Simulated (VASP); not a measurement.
Runs of VASP 6.6.1 on Fe. The structure is that of space group P6_3/mmc (No. 194), or close to it. The cells are those of the table. 

```tsv
potentials or basis	cell	cutoff (eV)	second run	gap on the mesh (eV)	pressure (GPa)
VASP PAW PBE potentials, release 64 (Fe_sv)	a = 2.329, b = 2.329, c = 3.683 Å, angles 90.0, 90.0, 120.0°, 2 atoms	600	valence_matched	none	(a)
VASP PAW PBE potentials, release 64 (Fe)	a = 2.493, b = 2.493, c = 3.943 Å, angles 90.0, 90.0, 120.0°, 2 atoms	520	-	none	(b)
VASP PAW PBE potentials, release 64 (Fe)	a = 2.462, b = 2.462, c = 3.893 Å, angles 90.0, 90.0, 120.0°, 2 atoms	520	-	none	-11.9
VASP PAW PBE potentials, release 64 (Fe)	a = 2.430, b = 2.430, c = 3.843 Å, angles 90.0, 90.0, 120.0°, 2 atoms	520	-	none	-0.4
VASP PAW PBE potentials, release 64 (Fe)	a = 2.329, b = 2.329, c = 3.683 Å, angles 90.0, 90.0, 120.0°, 2 atoms	520	-	none	54.5
VASP PAW PBE potentials, release 64 (Fe)	a = 2.397, b = 2.397, c = 3.791 Å, angles 90.0, 90.0, 120.0°, 2 atoms	520	-	none	13.9
```

Alike in all rows: task single point; level PBEsol; no spin polarisation; k mesh 17 × 17 × 9; smearing fermi-dirac 0.1 eV.

Problem. Fill in the values left out.

Solution. (a) 49.9; (b) -20.9.

Caveats: the PAW data sets were made with another functional, which shifts forces and pressure a little; the run has no spin polarisation, though such a crystal can be magnetic.

A gap of «none» marks levels without a gap at the run's occupations.

The runs don't all hold the same shells in valence.
